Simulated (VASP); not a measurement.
# GaN (P6_3mc) in VASP: a series of runs, part 2 of 3

VASP 6.6.1.

**4. Single point, PBEsol (strain +0.015 along x and y, -0.030 along z)**

INCAR reads:

```
SYSTEM = GaN
PREC = Accurate
ENCUT = 520
EDIFF = 1E-7
ISMEAR = 0
SIGMA = 0.05
LREAL = .False.
LASPH = .True.
NELM = 100
ALGO = Normal
ISIF = 2
LWAVE = .False.
LCHARG = .False.
GGA = PS
NBANDS = 26
```

KPOINTS reads:

```
regular mesh
0
Gamma
  12 12 6
  0 0 0
```

POSCAR reads:

```
GaN
1.0
    3.2303171645      0.0000000000      0.0000000000
   -1.6151585822      2.7975367267      0.0000000000
    0.0000000000      0.0000000000      5.0298632971
Ga N
2 2
Direct
    0.3333333333      0.6666666667      0.9991941071
    0.6666666667      0.3333333333      0.4991941071
    0.3333333333      0.6666666667      0.3758058929
    0.6666666667      0.3333333333      0.8758058929
```

Potentials or basis: VASP PAW PBE potentials, release 64 (Ga_d, N).

The run is started by

```bash
> cat potpaw_PBE.64/Ga_d/POTCAR potpaw_PBE.64/N/POTCAR > POTCAR
> mpirun -np 1 vasp_std > vasp.out
```

OUTCAR:

```text
SYSTEM = GaN
   PREC = Accurate
   ENCUT = 520
   EDIFF = 1E-7
   ISMEAR = 0
   LREAL = .False.
   LASPH = .True.
   NELM = 100
   ISIF = 2
   GGA = PS

 ion  position               nearest neighbor table
   1  0.333  0.667  0.999-   3 1.89   4 1.97   4 1.97   4 1.97
   2  0.667  0.333  0.499-   4 1.89   3 1.97   3 1.97   3 1.97
   3  0.333  0.667  0.376-   1 1.89   2 1.97   2 1.97   2 1.97
   4  0.667  0.333  0.876-   2 1.89   1 1.97   1 1.97   1 1.97

  LATTYP: Found a hexagonal cell.
 ALAT       =     3.2303171645
 C/A-ratio  =     1.5570803240

  Lattice vectors:

 A1 = (   3.2303171645,   0.0000000000,   0.0000000000)
 A2 = (  -1.6151585822,   2.7975367267,   0.0000000000)
 A3 = (   0.0000000000,   0.0000000000,   5.0298632971)

Analysis of symmetry for initial positions (statically):
=====================================================================
 Subroutine PRICEL returns:
 Original cell was already a primitive cell.

 Routine SETGRP: Setting up the symmetry group for a
 hexagonal supercell.

 Subroutine GETGRP returns: Found 12 space group operations
 (whereof  6 operations were pure point group operations)
 out of a pool of 24 trial point group operations.

The static configuration has the point symmetry C_3v.
 The point group associated with its full space group is C_6v.

Analysis of symmetry for dynamics (positions and initial velocities):
=====================================================================
 Subroutine PRICEL returns:
 Original cell was already a primitive cell.

 Routine SETGRP: Setting up the symmetry group for a
 hexagonal supercell.

 Subroutine GETGRP returns: Found 12 space group operations
 (whereof  6 operations were pure point group operations)
 out of a pool of 24 trial point group operations.

The dynamic configuration has the point symmetry C_3v.
 The point group associated with its full space group is C_6v.

 Subroutine INISYM returns: Found 12 space group operations
 (whereof  6 operations are pure point group operations),
 and found     1 'primitive' translations

----------------------------------------------------------------------------------------

                                     Primitive cell

  volume of cell :      45.4545

  direct lattice vectors                    reciprocal lattice vectors
     3.230317165  0.000000000  0.000000000     0.309567126  0.178728663  0.000000000
    -1.615158582  2.797536727  0.000000000     0.000000000  0.357457327  0.000000000
     0.000000000  0.000000000  5.029863297     0.000000000  0.000000000  0.198812560

  length of vectors
     3.230317165  3.230317164  5.029863297     0.357457327  0.357457327  0.198812560

  position of ions in fractional coordinates (direct lattice)
     0.333333333  0.666666667  0.999194107
     0.666666667  0.333333333  0.499194107
     0.333333333  0.666666667  0.375805893
     0.666666667  0.333333333  0.875805893

  ion indices of the primitive-cell ions
   primitive index   ion index
                 1           1
                 2           2
                 3           3
                 4           4

----------------------------------------------------------------------------------------

 KPOINTS: regular mesh

Automatic generation of k-mesh.
 Grid dimensions read from file:
 generate k-points for:   12   12    6

 Generating k-lattice:

  Cartesian coordinates                     Fractional coordinates (reciprocal lattice)
     0.025797260  0.014894055  0.000000000     0.083333333 -0.000000000  0.000000000
     0.000000000  0.029788111  0.000000000     0.000000000  0.083333333  0.000000000
     0.000000000  0.000000000  0.033135427     0.000000000  0.000000000  0.166666667

  Length of vectors
     0.029788111  0.029788111  0.033135427

  Shift w.r.t. Gamma in fractional coordinates (k-lattice)
     0.000000000  0.000000000  0.000000000

 Subroutine IBZKPT returns following result:
 ===========================================

 Found     76 irreducible k-points:

 Following reciprocal coordinates:
            Coordinates               Weight
  0.000000  0.000000  0.000000      1.000000
  0.083333 -0.000000  0.000000      6.000000
  0.166667 -0.000000  0.000000      6.000000
  0.250000  0.000000  0.000000      6.000000
  0.333333 -0.000000  0.000000      6.000000
  0.416667 -0.000000  0.000000      6.000000
[... 16 lines left out ...]
  0.250000  0.000000  0.166667     12.000000
  0.333333 -0.000000  0.166667     12.000000
 [... further k-points ...]
   k-points           NKPTS =     76   k-points in BZ     NKDIM =     76   number of bands    NBANDS=     26
   number of dos      NEDOS =    301   number of ions     NIONS =      4
   total plane-waves  NPLWV =  23040
   dimension x,y,z NGX =    24 NGY =   24 NGZ =   40
   dimension x,y,z NGXF=    48 NGYF=   48 NGZF=   80
   ions per type =               2   2
   NGX,Y,Z   is equivalent  to a cutoff of  12.35, 12.35, 13.22 a.u.
   NGXF,Y,Z  is equivalent  to a cutoff of  24.70, 24.70, 26.44 a.u.
 SYSTEM =  GaN
   PREC   = accura    normal or accurate (medium, high low for compatibility)
   ISTART =      0    job   : 0-new  1-cont  2-samecut
   ICHARG =      2    charge: 1-file 2-atom 10-const
   ISPIN  =      1    spin polarized calculation?
   LNONCOLLINEAR =      F non collinear calculations
   LSORBIT =      F    spin-orbit coupling
   LASPH  =      T    aspherical Exc in radial PAW
   ENCUT  =  520.0 eV  38.22 Ry    6.18 a.u.   6.01  6.01  9.35*2*pi/ulx,y,z
   NELM   =    100;   NELMIN=  2; NELMDL= -5     # of ELM steps
   EDIFF  = 0.1E-06   stopping-criterion for ELM
   LREAL  =      F    real-space projection
   EDIFFG = 0.1E-05   stopping-criterion for IOM
   NSW    =      0    number of steps for IOM
   IBRION =     -1    ionic relax: 0-MD 1-quasi-New 2-CG
   NFREE  =      0    steps in history (QN), initial steepest desc. (CG)
   ISIF   =      2    stress and relaxation
   ISYM   =      2    0-nonsym 1-usesym 2-fastsym
   POTIM  = 0.5000    time-step for ionic-motion
   TEBEG  =    0.0;   TEEND  =   0.0 temperature during run
   PSTRESS=    0.0 pullay stress
   NELECT =      36.0000    total number of electrons
   NUPDOWN=      -1.0000    fix difference up-down
   EMIN   =  10.00;   EMAX   =-10.00  energy-range for DOS
   EFERMI =   0.00;   METHOD = LEGACY
   ISMEAR =     0;   SIGMA  =   0.05  broadening in eV -4-tet -1-fermi 0-gaus
   EFERMI_NEDOS =   21; number of points for ismear=-14 and -15
   IALGO  =     38    algorithm
   IMIX   =      4    mixing-type and parameters
     AMIX     =   0.40;   BMIX     =  1.00
     AMIX_MAG =   1.60;   BMIX_MAG =  1.00
  volume/ion in A,a.u.               =      11.36        76.69
  Fermi-wavevector in a.u.,A,eV,Ry     =   1.514665  2.862302 31.214627  2.294210
  Thomas-Fermi vector in A             =   2.624292
   LORBIT       =      0    0 simple, 1 ext, 2 COOP (PROOUT), +10 PAW based schemes
   GGA     = PS    functional components
   LHFCALC =     F    Hartree Fock is set to
   AEXX    =    0.0000 exact exchange contribution
   IVDW    =     0    specifies the selected vdW correction
   LEPSILON=     F    determine dielectric tensor
   LRPA    =     F    only Hartree local field effects (RPA)
 non-spin polarized calculation
 Gauss-broadening in eV      SIGMA  =   0.05
  energy-cutoff  :      520.00
  volume of cell :       45.45
 maximum number of plane-waves:      1248
   NGX = 13   NGY = 13   NGZ = 19

 number of electron      35.9999993 magnetization

 Free energy of the ion-electron system (eV)
  ---------------------------------------------------
  ext. energy  EPLUGINS =         0.00000000
  ---------------------------------------------------
  free energy    TOTEN  =       -26.19215904 eV

  energy without entropy =      -26.19215904  energy(sigma->0) =      -26.19215904

 E-fermi :   5.5403     XC(G=0): -11.9280

 val. band max:        5.2772935666   @ k =   0.0000   0.0000   0.0000
 cond. band min:       7.1739294375   @ k =   0.0000   0.0000   0.0000
 fundamental gap:      1.8966358709
 Fermi energy:         5.5402601875

 k-point     1 :       0.0000    0.0000    0.0000
  band No.  band energies     occupation
      1     -10.7928      2.00000
      2      -9.7835      2.00000
      3      -8.1593      2.00000
      4      -8.1373      2.00000
      5      -8.1373      2.00000
      6      -8.0641      2.00000
[... 18 lines left out ...]
     25      16.6919      0.00000
     26      16.8097      0.00000
[... 644 lines left out ...]
      4      -8.0697      2.00000
      5      -8.0178      2.00000
      6      -7.9380      2.00000
[... 18 lines left out ...]
     25      16.5392      0.00000
     26      18.1285      0.00000

 [... further k-points ...]
[... 5 lines left out ...]
  --------------------------------------------------------------------------------------
  -------------------------------------------------------------------------------------
  Total       -1.5622046     -1.5622046      3.5547493     -0.0000000      0.0000000      0.0000000
  in kB      -55.0644554    -55.0644554    125.2975016     -0.0000000      0.0000000      0.0000000
  external PRESSURE =       5.0561969 kB  Pullay stress =       0.0000000 kB

 VOLUME and BASIS-vectors are now :
 -----------------------------------------------------------------------------
  energy-cutoff  :      520.00
  volume of cell :       45.45
      direct lattice vectors                 reciprocal lattice vectors
     3.230317165  0.000000000  0.000000000     0.309567126  0.178728663  0.000000000
    -1.615158582  2.797536727  0.000000000     0.000000000  0.357457327  0.000000000
     0.000000000  0.000000000  5.029863297     0.000000000  0.000000000  0.198812560

 POSITION                                       TOTAL-FORCE (eV/Angst)
 -----------------------------------------------------------------------------------
     -0.00000      1.86502      5.02581        -0.000000     -0.000000     -0.550158
      1.61516      0.93251      2.51088         0.000000      0.000000     -0.550158
     -0.00000      1.86502      1.89025        -0.000000     -0.000000      0.550158
      1.61516      0.93251      4.40518         0.000000     -0.000000      0.550158
 -----------------------------------------------------------------------------------
    total drift:                               -0.000001     -0.000001      0.000474

  FREE ENERGIE OF THE ION-ELECTRON SYSTEM (eV)
  ---------------------------------------------------
  free  energy   TOTEN  =       -26.1921590430 eV

  energy  without entropy=      -26.1921590430  energy(sigma->0) =      -26.19215904
```

OSZICAR:

```text
N       E                     dE             d eps       ncg     rms          rms(c)
DAV:   1     0.277786749848E+03    0.27779E+03   -0.17682E+04  4324   0.259E+03
DAV:   2     0.626412319802E+01   -0.27152E+03   -0.25604E+03  4304   0.486E+02
DAV:   3    -0.286272958306E+02   -0.34891E+02   -0.34379E+02  4606   0.142E+02
[... 11 lines left out ...]
DAV:  15    -0.261921723779E+02    0.11732E-03   -0.17980E-04  6176   0.139E-01    0.914E-02
DAV:  16    -0.261921585002E+02    0.13878E-04   -0.58933E-05  5806   0.657E-02    0.173E-02
DAV:  17    -0.261921591542E+02   -0.65396E-06   -0.82286E-06  5162   0.190E-02    0.318E-03
DAV:  18    -0.261921590184E+02    0.13577E-06   -0.38514E-07  4074   0.674E-03    0.374E-03
DAV:  19    -0.261921590430E+02   -0.24559E-07   -0.28428E-08  2160   0.243E-03
   1 F= -.26192159E+02 E0= -.26192159E+02  d E =-.316990E-16
```

stdout:

```text
POSCAR found type information on POSCAR GaN
 POSCAR found :  2 types and       4 ions
 scaLAPACK will be used
 -----------------------------------------------------------------------------
|                                                                             |
|                                                                             |
|     You enforced a specific xc type in the INCAR file but a different       |
|     I HOPE YOU KNOW WHAT YOU ARE DOING!                                     |
|                                                                             |
 -----------------------------------------------------------------------------

 LDA part: xc-table for (Slater+PW92), standard interpolation
 POSCAR, INCAR and KPOINTS ok, starting setup
 FFT: planning ... GRIDC
 FFT: planning ... GRID_SOFT
 FFT: planning ... GRID
 WAVECAR not read
 entering main loop
```

Wall time 78 s (1 thread of Intel Xeon Platinum 8488C (Sapphire Rapids), shared host); peak memory 0.2 GiB.

What came out:

- Free energy: -26.1922 eV
- Pressure: 0.5 GPa
- Largest force: 0.550 eV/Å
- Band gap on the k mesh: 1.90 eV, direct

Forces in eV/Å, atoms in the order of the input:
```
Ga   0.000  0.000 -0.550
Ga   0.000  0.000 -0.550
N    0.000  0.000  0.550
N    0.000  0.000  0.550
```

Stress tensor (GPa, compression positive):
```
-5.51  0.00  0.00
 0.00 -5.51  0.00
 0.00  0.00 12.53
```

Caveat: the cell differs from its parent crystal (strain +0.015 along x and y, -0.030 along z); the PAW data sets were made with another functional, which shifts forces and pressure a little.

[end of part 2 of 3]
